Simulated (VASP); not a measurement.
# Si (P1) in VASP: further runs, part 2 of 2

VASP 6.6.1.

## Step 3: Single point, LDA

Input file INCAR:

```
SYSTEM = Si
PREC = Accurate
ENCUT = 520
EDIFF = 1E-7
ISMEAR = -1
SIGMA = 0.24
LREAL = Auto
LASPH = .True.
NELM = 80
ALGO = Normal
ISIF = 2
LWAVE = .False.
LCHARG = .False.
GGA = CA
NBANDS = 46
```

Input file KPOINTS:

```
regular mesh
0
Gamma
  2 2 2
  0 0 0
```

Input file POSCAR:

```
Si
1.0
    0.0000000000      5.5190320000      5.5190320000
    5.5190320000      0.0000000000      5.5190320000
    5.5190320000      5.5190320000      0.0000000000
Si
16
Direct
   -0.0051095917     -0.0936396093     -0.0080448890
    0.1423075641      0.0417283321      0.0947811138
    0.0342904335     -0.0733552551      0.4854565076
    0.0866093909      0.1563136434      0.6081863631
   -0.0870261307      0.5836168372     -0.0776947842
    0.1722675281      0.5176360637      0.0975986369
   -0.0201303417      0.5241680063      0.4537752272
    0.1645759619      0.5682699430      0.5941621647
    0.5500964662      0.1469460587     -0.0962125242
    0.7074881972      0.1621751785      0.1324054653
    0.4603071698      0.0294707478      0.4294865476
    0.6220927873      0.0850058489      0.5851297836
    0.5257262505      0.4828926522      0.0108352334
    0.5906742342      0.6588564806      0.1563589412
    0.5030501726      0.4940993276      0.5302469708
    0.6141384939      0.6621541604      0.6037924767
```

Potentials or basis: VASP PAW LDA potentials, release 64 (Si).

On the command line:

```sh
$ cat potpaw_LDA.64/Si/POTCAR > POTCAR
$ mpirun -np 1 vasp_std > vasp.out
```

It took 3.5 min on 1 thread of Intel Xeon Platinum 8488C (Sapphire Rapids), shared host; peak memory 0.38 GiB.

The run converged. Its results:

```
Free energy            : -85.8872 eV
Pressure               : -5.6 GPa
Largest force          : 3.319 eV/Å
Band gap on the k mesh : zero (bands 32 and 33 overlap by 0.14 eV)
```

Forces on the atoms (eV/Å):
```
Si  -0.427 -0.220  1.166
Si   0.363  0.398  0.048
Si   1.375 -1.560  0.825
Si  -1.367  0.336 -1.403
Si  -0.394  1.735  0.706
Si   0.344 -0.903 -0.368
Si  -0.524  0.481  0.133
Si   0.495 -1.010 -1.036
Si  -0.329 -0.535 -0.653
Si  -1.322  1.632 -0.850
Si   0.629  0.749 -0.463
Si   0.253  0.839  1.223
Si   1.378 -2.359  1.885
Si   0.328 -1.186 -0.683
Si  -1.699  0.762 -0.556
Si   0.897  0.841  0.028
```

Stress tensor (GPa, compression positive):
```
-5.23 -1.51  0.17
-1.51 -5.98 -0.80
 0.17 -0.80 -5.46
```

Levels at points of the mesh, in eV from the Fermi level:
```
           k point  band 28  band 29  band 30  band 31  band 32  band 33  band 34  band 35  band 36  band 37
(0.00, 0.00, 0.00)    -0.83    -0.60    -0.39    -0.30    -0.18    -0.09     0.07     0.27     0.45     0.57
(0.50, 0.00, 0.00)    -1.51    -0.79    -0.48    -0.19    -0.01     0.23     0.33     0.68     0.81     1.01
(0.00, 0.50, 0.00)    -1.22    -0.99    -0.83    -0.37    -0.22    -0.01     0.20     0.37     0.69     1.10
(0.00, 0.00, 0.50)    -1.05    -0.83    -0.57    -0.22    -0.16     0.09     0.41     0.62     0.82     0.97
(0.50, 0.50, 0.50)    -1.34    -0.92    -0.71    -0.38     0.01     0.22     0.43     0.64     0.76     1.06
(0.50, 0.50, 0.00)    -1.50    -1.30    -0.87    -0.73    -0.33     0.27     0.67     1.21     1.25     1.65
(0.00, 0.50, 0.50)    -1.27    -0.94    -0.65    -0.46     0.05     0.14     0.53     1.10     1.18     1.40
(0.50, 0.00, 0.50)    -1.60    -1.29    -1.01    -0.37    -0.03     0.34     0.78     0.93     1.19     1.35
```

Caveat: the k points lie up to 0.49 Å⁻¹ apart; semilocal functionals underestimate gaps, so a narrow gap can read as zero; forces of over 1 eV/Å act on the atoms, so gaps and moduli don't describe the material at rest.

## Step 4: Single point, LDA

Input file INCAR:

```
PREC = Accurate
ENCUT = 520
EDIFF = 1E-6
ISMEAR = -1
SIGMA = 0.24
LREAL = Auto
LASPH = T
NELM = 80
ALGO = Normal
ISIF = 2
LWAVE = F
LCHARG = T
GGA = CA
LELF = T
LVHAR = T
NBANDS = 46
```

Input file KPOINTS:

```
Automatic mesh
0
Gamma
  2 2 2
```

Input file POSCAR:

```
Si
1.0
    0.0000000000      5.5190320000      5.5190320000
    5.5190320000      0.0000000000      5.5190320000
    5.5190320000      5.5190320000      0.0000000000
Si
16
Direct
    0.0002083699     -0.1898611930     -0.0372619691
    0.2441188962      0.1028260028      0.1160529600
    0.0090595597     -0.0483055724      0.4323946663
    0.0888018044      0.0102916598      0.6589198975
   -0.1110339639      0.6205979599     -0.0407136614
    0.1471634881      0.4841972288      0.1398977212
   -0.0448901184      0.4340888040      0.5352116096
    0.1345525810      0.5662768399      0.6110310649
    0.5244126144      0.2152098411     -0.1448714195
    0.7238860003      0.1794245803      0.1546919822
    0.4347501518      0.0378327214      0.3787620728
    0.6099982751     -0.0003805015      0.6464539434
    0.4972611139      0.5307633657     -0.0248775510
    0.4821135301      0.6168473022      0.2284458579
    0.5019449063      0.5244669717      0.5425679721
    0.6300561403      0.6787784525      0.6393150103
```

Potentials or basis: VASP PAW LDA potentials, release 64 (Si).

On the command line:

```sh
$ cat potpaw_LDA.64/Si/POTCAR > POTCAR
$ mpirun -np 1 vasp_std > vasp.out
```

OUTCAR:

```text
PREC = Accurate
   ENCUT = 520
   EDIFF = 1E-6
   ISMEAR = -1
   LREAL = Auto
   LASPH = T
   NELM = 80
   ISIF = 2
   GGA = CA

 ion  position               nearest neighbor table
   1  0.000  0.810  0.963-   4 2.07   5 2.07   6 2.20
   2  0.244  0.103  0.116-   9 2.32   3 2.36   6 2.76  11 2.82  14 3.14
   3  0.009  0.952  0.432-   2 2.36   4 2.43   8 2.49  12 2.62  10 3.13
   4  0.089  0.010  0.659-   1 2.07   3 2.43  11 2.51   7 2.71
   5  0.889  0.621  0.959-   1 2.07   8 2.52   6 2.53  14 2.80
   6  0.147  0.484  0.140-   1 2.20  13 2.50   5 2.53   7 2.58   2 2.76
   7  0.955  0.434  0.535-  16 2.32   8 2.50   6 2.58   4 2.71
[... 594 lines left out ...]
  Total      -13.1403286     -8.1279622     -4.4529601      3.1344564     -3.0340478      0.9242355
  in kB      -62.6178390    -38.7323214    -21.2197692     14.9366800    -14.4582012      4.4042755
  external PRESSURE =     -40.8566432 kB  Pullay stress =       0.0000000 kB

 VOLUME and BASIS-vectors are now :
 -----------------------------------------------------------------------------
  energy-cutoff  :      520.00
  volume of cell :      336.22
      direct lattice vectors                 reciprocal lattice vectors
     0.000000000  5.519032000  5.519032000    -0.090595597  0.090595597  0.090595597
     5.519032000  0.000000000  5.519032000     0.090595597 -0.090595597  0.090595597
     5.519032000  5.519032000  0.000000000     0.090595597  0.090595597 -0.090595597

 POSITION                                       TOTAL-FORCE (eV/Angst)
 -----------------------------------------------------------------------------------
      9.78456      5.31453      4.47233         4.077136      1.572413      0.763422
      1.20800      1.98780      1.91480         0.576232      0.603754      0.108863
      7.63883      2.43640      5.30243         0.555785      0.128227     -1.042480
      3.69340      4.12670      0.54690        -0.886808     -3.050726      3.825008
      8.71943     10.20056      8.33133        -1.817701     -1.439533     -3.036759
      3.44440      1.58430      3.48450        -0.462850      1.892595     -1.025557
[... 8 lines left out ...]
      5.88900      5.76470      5.66480         0.635551      0.572639     -1.105241
      7.27460      7.00570      7.22350        -0.239957     -1.669428      1.396364
 -----------------------------------------------------------------------------------
    total drift:                               -0.002452      0.000994      0.000612

  FREE ENERGIE OF THE ION-ELECTRON SYSTEM (eV)
  ---------------------------------------------------
  free  energy   TOTEN  =       -84.2044181615 eV

  energy  without entropy=      -82.7913554151  energy(sigma->0) =      -83.49788679
```

stdout:

```text
POSCAR found type information on POSCAR Si
 POSCAR found :  1 types and      16 ions
 scaLAPACK will be used
 LDA part: xc-table for (Slater(with rela. corr.)+CA(PZ))
 , standard interpolation
 POSCAR, INCAR and KPOINTS ok, starting setup
 FFT: planning ... GRIDC
 FFT: planning ... GRID_SOFT
 FFT: planning ... GRID
 WAVECAR not read
 entering main loop
```

It took 3 min on 1 thread of Intel Xeon Platinum 8488C (Sapphire Rapids), shared host; peak memory 0.37 GiB.

Results:

- Free energy: -84.2044 eV
- Pressure: -4.1 GPa
- Largest force: 4.972 eV/Å
- Band gap on the k mesh: zero (bands 32 and 33 overlap by 0.13 eV)

Forces in eV/Å, atoms in the order of the input:
```
Si   4.077  1.572  0.763
Si   0.576  0.604  0.109
Si   0.556  0.128 -1.042
Si  -0.887 -3.051  3.825
Si  -1.818 -1.440 -3.037
Si  -0.463  1.893 -1.026
Si  -1.296  0.937  0.632
Si   0.368 -0.487  0.119
Si  -0.789 -0.104  0.512
Si  -0.035  0.032 -0.440
Si   0.029  0.325 -0.399
Si  -0.556  0.056  0.902
Si   0.340  1.053 -2.574
Si  -0.498 -0.422  1.364
Si   0.636  0.573 -1.105
Si  -0.240 -1.669  1.396
```

Stress tensor (GPa, compression positive):
```
-6.26  1.49  0.44
 1.49 -3.87 -1.45
 0.44 -1.45 -2.12
```

Caveat: the k points lie up to 0.49 Å⁻¹ apart; semilocal functionals underestimate gaps, so a narrow gap can read as zero; forces of over 1 eV/Å act on the atoms, so gaps and moduli don't describe the material at rest.

## Step 5: The runs side by side

| cell | gap on the mesh (eV) | pressure (GPa) | largest force (eV/Å) |
| --- | --- | --- | --- |
| as given, atomic positions A | 0.22 | -3.7 | 3.90 |
| as given, atomic positions B | none | -5.6 | 3.32 |
| as given, atomic positions C | none | -4.1 | 4.97 |

Alike in all rows: task single point; level LDA; potentials or basis VASP PAW LDA potentials, release 64 (Si); no spin polarisation; k mesh 2 × 2 × 2; cutoff (eV) 520; smearing fermi-dirac 0.24 eV.

Caveats: all runs use coarse meshes; forces of over 1 eV/Å act on the atoms, so gaps and moduli don't describe the material at rest; semilocal functionals underestimate gaps, so a narrow gap can read as zero (at least some runs).

Total energies depend on the potentials used, so only differences within one code and one set of settings carry meaning.
